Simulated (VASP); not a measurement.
The system is IrRh2.

```
CELL_PARAMETERS angstrom
2.69013 0.00000 0.00000
-1.34507 2.32972 0.00000
0.00000 0.00000 13.19359
ATOMIC_POSITIONS crystal
Ir 0.33333 0.66667 0.41667
Ir 0.66667 0.33333 0.58333
Rh 0.33333 0.66667 0.75000
Rh 0.33333 0.66667 0.08333
Rh 0.66667 0.33333 0.91667
Rh 0.66667 0.33333 0.25000
```

* Program: VASP 6.6.1
* Task: relaxation of cell and atoms
* Functional: PBE
* Potentials or basis: VASP PAW PBE potentials, release 64 (Ir, Rh_pv)
* Cutoff: 600 eV
* k mesh: 6 × 6 × 2
* Occupations: gaussian, width 0.1 eV
* Spin: no spin polarisation

At the start: pressure 11.4 GPa; volume 13.78 Å³/atom.

Problem. Where does the relaxation end?

Solution. Over 8 steps the energy falls by 28.4 meV/atom and the volume is 14.29 Å³/atom (+3.7 %); space group P-3m1 (No. 164, to 0.05 Å).

Step by step:
| step | energy change (eV) | largest force (eV/Å) | pressure (GPa) | volume (Å³) |
| --- | --- | --- | --- | --- |
| 1 | 0.0000 | 0.1244 | 11.40 | 82.69 |
| 2 | 0.5376 | 0.2230 | -22.01 | 94.92 |
| 3 | -0.1460 | 0.1067 | -1.92 | 86.31 |
| 4 | -0.1462 | 0.1071 | -1.48 | 86.17 |
| 5 | -0.1660 | 0.0669 | 0.80 | 85.55 |
| 6 | -0.1701 | 0.0690 | 0.08 | 85.73 |
| 7 | -0.1701 | 0.0690 | 0.02 | 85.74 |
| 8 | -0.1705 | 0.0361 | -0.04 | 85.76 |

Final structure:
```yaml
crystal:
  lattice:
    - [2.75289, 0.00000, 0.00000]
    - [-1.37645, 2.38407, 0.00000]
    - [0.00000, 0.00000, 13.06674]
  atoms:
    - { symbol: Ir, position: [0.33333, 0.66667, 0.41672] }
    - { symbol: Ir, position: [0.66667, 0.33333, 0.58328] }
    - { symbol: Rh, position: [0.33333, 0.66667, 0.75021] }
    - { symbol: Rh, position: [0.33333, 0.66667, 0.08274] }
    - { symbol: Rh, position: [0.66667, 0.33333, 0.91726] }
    - { symbol: Rh, position: [0.66667, 0.33333, 0.24978] }
```

Caveat: the k points lie up to 0.44 Å⁻¹ apart in the final cell.
